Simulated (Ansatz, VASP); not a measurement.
One calculation of Ta2AlN3, two programs

```
CELL_PARAMETERS angstrom
3.20418 0.00000 0.00000
-1.60209 2.77490 0.00000
0.00000 0.00000 8.42043
ATOMIC_POSITIONS crystal
Ta 0.00000 0.00000 0.00403
Ta 0.66667 0.33333 0.35325
Al 0.33333 0.66667 0.65864
N 0.33333 0.66667 0.89177
N 0.66667 0.33333 0.60410
N 0.00000 0.00000 0.23821
```

Alike in both runs: functional PBE; k mesh 6 × 6 × 2; occupations gaussian, width 0.1 eV; no spin polarisation.

Ansatz relaxed the structure, and its values are those at the end. VASP's run is a single point on that final structure, the one shown.

```csv
,VASP,Ansatz
version,VASP 6.6.1,Ansatz 0.2.0
potentials or method,"VASP PAW PBE potentials, release 64 (Ta_pv, Al, N), cutoff 520 eV","scalar-relativistic, plane waves, PAW"
valence electrons in the cell,40,44
```

VASP gave:

```
gap on the k mesh at the Fermi level (eV) : none
pressure (GPa)                            : 0.2
rms of the force components (eV/Å)        : 0.018
```

Which values does Ansatz return?

gap on the k mesh at the Fermi level (eV): none; pressure (GPa): -0.2; rms of the force components (eV/Å): 0.002.

A gap of «none» marks a metal or a gap that the smearing closes. VASP's potentials hold 40 valence electrons a cell and Ansatz's 44, so a difference there can come from the potentials and not from the codes.

The k mesh is coarse, so the values compare programs but aren't converged. Spin-orbit coupling is off throughout.
